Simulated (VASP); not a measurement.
Na: single point with PBEsol

Crystal: Na.

```xyz
2
Lattice="3.4516 0.0000 0.0000 -1.7258 2.9891 0.0000 0.0000 0.0000 7.3303" Properties=species:S:1:pos:R:3 pbc="T T T"
Na    0.0000    1.9928    1.8326
Na    1.7258    0.9964    5.4977
```

This cell differs from its parent crystal: ratio of the length along z to the lengths across it x 1.3, volume and fractional coordinates fixed.

- Program: VASP 6.6.1
- Task: single point
- Functional: PBEsol
- Potentials or basis: VASP PAW PBE potentials, release 64 (Na_pv)
- Cutoff: 520 eV
- k mesh: 18 × 18 × 10
- Occupations: gaussian, width 0.15 eV
- Spin: no spin polarisation

```json
{"Pressure": "0.2 GPa", "Band gap on the k mesh": "zero (band 7 reaches 2.84 eV, above the bottom of band 8 at -2.27 eV)"}
```

Stress tensor (GPa, compression positive):
```
 1.39  0.00  0.00
 0.00  1.39  0.00
 0.00  0.00 -2.13
```

Levels at points of the mesh, in eV from the Fermi level:
| k point | band 4 | band 5 | band 6 | band 7 | band 8 | band 9 | band 10 | band 11 |
| --- | --- | --- | --- | --- | --- | --- | --- | --- |
| (0.00, 0.00, 0.00) | -24.88 | -24.88 | -24.88 | -3.25 | -0.53 | -0.33 | 7.44 | 7.63 |
| (0.50, 0.00, 0.00) | -24.89 | -24.88 | -24.87 | 0.79 | 1.04 | 3.42 | 3.60 | 3.69 |
| (0.00, 0.00, 0.50) | -24.88 | -24.88 | -24.88 | -2.53 | -2.53 | 2.96 | 2.96 | 12.42 |
| (0.50, 0.00, 0.50) | -24.89 | -24.87 | -24.87 | 1.33 | 1.33 | 1.94 | 1.94 | 6.71 |

Run time: 3.6 min on 1 thread of Oxide Virtual Turin-like Processor, on a shared host, peak memory 0.28 GiB.

Caveat: the PAW data sets were made with another functional, which shifts forces and pressure a little.
